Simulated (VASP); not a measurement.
# HfTi2S4 in VASP: a series of runs, part 2 of 3

VASP 6.6.1. The steps go on from the part before.

## (5) Single point, PBE

INCAR reads:

```
ALGO     = Normal         # electronic algorithm
EDIFF    = 1E-7           # SCF threshold, eV
ENCUT    = 520            # plane-wave cutoff, eV
GGA      = PE             # functional
ISIF     = 2              # what is computed and relaxed
ISMEAR   = 0              # smearing method
LASPH    = T              # aspherical terms in the spheres
LCHARG   = T              # write CHGCAR
LELF     = T              # ELF
LREAL    = F              # projectors in reciprocal space
LVHAR    = T            
LWAVE    = F              # write WAVECAR
NBANDS   = 38             # bands
NELM     = 80             # most SCF steps
PREC     = Accurate       # precision mode
SIGMA    = 0.1            # smearing width, eV
```

KPOINTS reads:

```
k-points
0
Gamma
  12 12 4
```

POSCAR reads:

```
HfTi2S4
1.0
    3.3658575208      0.0000000000      0.0000000000
   -1.6829287604      2.9149181185      0.0000000000
    0.0000000000      0.0000000000     12.9095702362
Hf Ti S
1 2 4
Direct
    0.0000000000      0.0000000000      0.0000000000
    0.0000000000      0.0000000000      0.7367510232
    0.0000000000      0.0000000000      0.2632489768
    0.6666666667      0.3333333333      0.8655888703
    0.3333333333      0.6666666667      0.1344111297
    0.6666666667      0.3333333333      0.3714133657
    0.3333333333      0.6666666667      0.6285866343
```

Potentials or basis: VASP PAW PBE potentials, release 64 (Hf_pv, Ti_sv, S).

The run is started by

```
cat potpaw_PBE.64/Hf_pv/POTCAR potpaw_PBE.64/Ti_sv/POTCAR potpaw_PBE.64/S/POTCAR > POTCAR
mpirun -np 1 vasp_std > vasp.out
```

OUTCAR:

```text
EDIFF = 1E-7
   ENCUT = 520
   GGA = PE
   ISIF = 2
   ISMEAR = 0
   LASPH = T
   LREAL = F
   NELM = 80
   PREC = Accurate

 ion  position               nearest neighbor table
   1  0.000  0.000  0.000-   4 2.61   5 2.61   5 2.61   4 2.61   4 2.61   5 2.61
   2  0.000  0.000  0.737-   7 2.39   7 2.39   7 2.39   4 2.56   4 2.56   4 2.56
   3  0.000  0.000  0.263-   6 2.39   6 2.39   6 2.39   5 2.56   5 2.56   5 2.56
   4  0.667  0.333  0.866-   2 2.56   2 2.56   2 2.56   1 2.61   1 2.61   1 2.61
   5  0.333  0.667  0.134-   3 2.56   3 2.56   3 2.56   1 2.61   1 2.61   1 2.61
   6  0.667  0.333  0.371-   3 2.39   3 2.39   3 2.39
   7  0.333  0.667  0.629-   2 2.39   2 2.39   2 2.39

  LATTYP: Found a hexagonal cell.
 ALAT       =     3.3658575208
 C/A-ratio  =     3.8354476256

  Lattice vectors:

 A1 = (   3.3658575208,   0.0000000000,   0.0000000000)
 A2 = (  -1.6829287604,   2.9149181185,   0.0000000000)
 A3 = (   0.0000000000,   0.0000000000,  12.9095702362)

Analysis of symmetry for initial positions (statically):
=====================================================================
 Subroutine PRICEL returns:
 Original cell was already a primitive cell.

 Routine SETGRP: Setting up the symmetry group for a
 hexagonal supercell.

 Subroutine GETGRP returns: Found 12 space group operations
 (whereof 12 operations were pure point group operations)
 out of a pool of 24 trial point group operations.

The static configuration has the point symmetry D_3d.

Analysis of symmetry for dynamics (positions and initial velocities):
=====================================================================
 Subroutine PRICEL returns:
 Original cell was already a primitive cell.

 Routine SETGRP: Setting up the symmetry group for a
 hexagonal supercell.

 Subroutine GETGRP returns: Found 12 space group operations
 (whereof 12 operations were pure point group operations)
 out of a pool of 24 trial point group operations.

The dynamic configuration has the point symmetry D_3d.

 Subroutine INISYM returns: Found 12 space group operations
 (whereof 12 operations are pure point group operations),
 and found     1 'primitive' translations

----------------------------------------------------------------------------------------

                                     Primitive cell

  volume of cell :     126.6584

  direct lattice vectors                    reciprocal lattice vectors
     3.365857521  0.000000000  0.000000000     0.297101108  0.171531405  0.000000000
    -1.682928760  2.914918119  0.000000000     0.000000000  0.343062810  0.000000000
     0.000000000  0.000000000 12.909570236     0.000000000  0.000000000  0.077461912

  length of vectors
     3.365857521  3.365857521 12.909570236     0.343062810  0.343062810  0.077461912

  position of ions in fractional coordinates (direct lattice)
     0.000000000  0.000000000  0.000000000
     0.000000000  0.000000000  0.736751023
     0.000000000  0.000000000  0.263248977
     0.666666667  0.333333333  0.865588870
     0.333333333  0.666666667  0.134411130
[... 40 lines left out ...]
            Coordinates               Weight
  0.000000  0.000000  0.000000      1.000000
  0.083333  0.000000  0.000000      6.000000
  0.166667  0.000000  0.000000      6.000000
  0.250000 -0.000000  0.000000      6.000000
  0.333333 -0.000000  0.000000      6.000000
  0.416667 -0.000000  0.000000      6.000000
[... 16 lines left out ...]
  0.166667  0.000000  0.250000      6.000000
  0.000000  0.166667  0.250000      6.000000
 [... further k-points ...]
   k-points           NKPTS =     69   k-points in BZ     NKDIM =     69   number of bands    NBANDS=     38
   number of dos      NEDOS =    301   number of ions     NIONS =      7
   total plane-waves  NPLWV =  75264
   dimension x,y,z NGX =    28 NGY =   28 NGZ =   96
   dimension x,y,z NGXF=    56 NGYF=   56 NGZF=  192
   ions per type =               1   2   4
   NGX,Y,Z   is equivalent  to a cutoff of  13.83, 13.83, 12.36 a.u.
   NGXF,Y,Z  is equivalent  to a cutoff of  27.66, 27.66, 24.73 a.u.
 SYSTEM =  unknown system
   PREC   = accura    normal or accurate (medium, high low for compatibility)
   ISTART =      0    job   : 0-new  1-cont  2-samecut
   ICHARG =      2    charge: 1-file 2-atom 10-const
   ISPIN  =      1    spin polarized calculation?
   LNONCOLLINEAR =      F non collinear calculations
   LSORBIT =      F    spin-orbit coupling
   LASPH  =      T    aspherical Exc in radial PAW
   ENCUT  =  520.0 eV  38.22 Ry    6.18 a.u.   6.26  6.26 24.00*2*pi/ulx,y,z
   NELM   =     80;   NELMIN=  2; NELMDL= -5     # of ELM steps
   EDIFF  = 0.1E-06   stopping-criterion for ELM
   LREAL  =      F    real-space projection
   EDIFFG = 0.1E-05   stopping-criterion for IOM
   NSW    =      0    number of steps for IOM
   IBRION =     -1    ionic relax: 0-MD 1-quasi-New 2-CG
   NFREE  =      0    steps in history (QN), initial steepest desc. (CG)
   ISIF   =      2    stress and relaxation
   ISYM   =      2    0-nonsym 1-usesym 2-fastsym
   POTIM  = 0.5000    time-step for ionic-motion
   TEBEG  =    0.0;   TEEND  =   0.0 temperature during run
   PSTRESS=    0.0 pullay stress
   NELECT =      58.0000    total number of electrons
   NUPDOWN=      -1.0000    fix difference up-down
   EMIN   =  10.00;   EMAX   =-10.00  energy-range for DOS
   EFERMI =   0.00;   METHOD = LEGACY
   ISMEAR =     0;   SIGMA  =   0.10  broadening in eV -4-tet -1-fermi 0-gaus
   EFERMI_NEDOS =   21; number of points for ismear=-14 and -15
   IALGO  =     38    algorithm
   IMIX   =      4    mixing-type and parameters
     AMIX     =   0.40;   BMIX     =  1.00
     AMIX_MAG =   1.60;   BMIX_MAG =  1.00
  volume/ion in A,a.u.               =      18.09       122.10
  Fermi-wavevector in a.u.,A,eV,Ry     =   1.261846  2.384542 21.663934  1.592254
  Thomas-Fermi vector in A             =   2.395284
   LORBIT       =      0    0 simple, 1 ext, 2 COOP (PROOUT), +10 PAW based schemes
   GGA     = PE    functional components
   LHFCALC =     F    Hartree Fock is set to
   AEXX    =    0.0000 exact exchange contribution
   IVDW    =     0    specifies the selected vdW correction
   LEPSILON=     F    determine dielectric tensor
   LRPA    =     F    only Hartree local field effects (RPA)
 non-spin polarized calculation
 Gauss-broadening in eV      SIGMA  =   0.10
  energy-cutoff  :      520.00
  volume of cell :      126.66
 maximum number of plane-waves:      3438
 NGX is ok and might be reduce to    28
   NGX = 13   NGY = 13   NGZ = 49

 number of electron      57.9999994 magnetization

 Free energy of the ion-electron system (eV)
  ---------------------------------------------------
  ext. energy  EPLUGINS =         0.00000000
  ---------------------------------------------------
  free energy    TOTEN  =       -51.63591794 eV

  energy without entropy =      -51.60643561  energy(sigma->0) =      -51.62117678

 E-fermi :   6.8713     XC(G=0): -10.6272

 val. band max:        6.8663197643   @ k =   0.4167   0.1667   0.5000
 cond. band min:       6.8742900847   @ k =   0.2500  -0.0000   0.2500
 fundamental gap:      0.0079703204
 Fermi energy:         6.8712989408

 k-point     1 :       0.0000    0.0000    0.0000
  band No.  band energies     occupation
      1     -50.6472      2.00000
      2     -50.6472      2.00000
      3     -26.8933      2.00000
      4     -26.8922      2.00000
      5     -26.8716      2.00000
      6     -26.8716      2.00000
[... 973 lines left out ...]
     37       9.1134      0.00000
     38       9.3472      0.00000

 [... further k-points ...]

------------------------ aborting loop because EDIFF is reached ----------------------------------------

  FORCE on cell =-STRESS in cart. coord.  units (eV):
  Direction    XX          YY          ZZ          XY          YZ          ZX
  --------------------------------------------------------------------------------------
  -------------------------------------------------------------------------------------
  Total       -0.1738167     -0.1738167     -0.1765281     -0.0000000      0.0000000      0.0000000
  in kB       -2.1987109     -2.1987109     -2.2330094     -0.0000000      0.0000000      0.0000000
  external PRESSURE =      -2.2101438 kB  Pullay stress =       0.0000000 kB

 VOLUME and BASIS-vectors are now :
 -----------------------------------------------------------------------------
  energy-cutoff  :      520.00
  volume of cell :      126.66
      direct lattice vectors                 reciprocal lattice vectors
     3.365857521  0.000000000  0.000000000     0.297101108  0.171531405  0.000000000
    -1.682928760  2.914918119  0.000000000     0.000000000  0.343062810  0.000000000
     0.000000000  0.000000000 12.909570236     0.000000000  0.000000000  0.077461912

 POSITION                                       TOTAL-FORCE (eV/Angst)
 -----------------------------------------------------------------------------------
      0.00000      0.00000      0.00000         0.000000      0.000000      0.000000
      0.00000      0.00000      9.51114        -0.000000      0.000000      0.000725
      0.00000      0.00000      3.39843        -0.000000     -0.000000     -0.000725
      1.68293      0.97164     11.17438        -0.000000      0.000000      0.053201
     -0.00000      1.94328      1.73519         0.000000     -0.000000     -0.053201
      1.68293      0.97164      4.79479        -0.000000      0.000000      0.004415
     -0.00000      1.94328      8.11478         0.000000      0.000000     -0.004415
 -----------------------------------------------------------------------------------
    total drift:                                0.000000     -0.000000     -0.000000

  FREE ENERGIE OF THE ION-ELECTRON SYSTEM (eV)
  ---------------------------------------------------
  free  energy   TOTEN  =       -51.6359179415 eV

  energy  without entropy=      -51.6064356100  energy(sigma->0) =      -51.62117678
```

It took 8 min on 1 thread of AMD EPYC 9R45 (Zen 5), shared host; peak memory 0.42 GiB.

What came out:

| Quantity | Value |
| --- | --- |
| Free energy | -51.6359 eV |
| Pressure | -0.2 GPa |
| Largest force | 0.053 eV/Å |
| Band gap on the k mesh | zero (bands 29 and 30 overlap by 0.55 eV) |

Forces in eV/Å, atoms in the order of the input:
```
Hf   0.000  0.000  0.000
Ti   0.000  0.000  0.001
Ti   0.000  0.000 -0.001
S    0.000  0.000  0.053
S    0.000  0.000 -0.053
S    0.000  0.000  0.004
S    0.000  0.000 -0.004
```

Levels at points of the mesh, in eV from the Fermi level:
```
           k point  band 27  band 28  band 29  band 30  band 31  band 32
(0.00, 0.00, 0.00)    -1.27    -0.87     0.27     0.27     0.41     0.41
(0.50, 0.00, 0.00)    -2.24    -1.85    -0.50    -0.17     1.57     1.57
(0.00, 0.00, 0.50)    -1.29    -0.39     0.27     0.27     0.39     0.42
(0.50, 0.00, 0.50)    -2.16    -1.87    -0.42    -0.27     1.57     1.57
```

Caveat: spin-orbit coupling is left out, which moves the levels of the heavy elements; this functional lacks dispersion, which binds the layers, so the pressure and a relaxed spacing across them are unreliable.

[end of part 2 of 3]
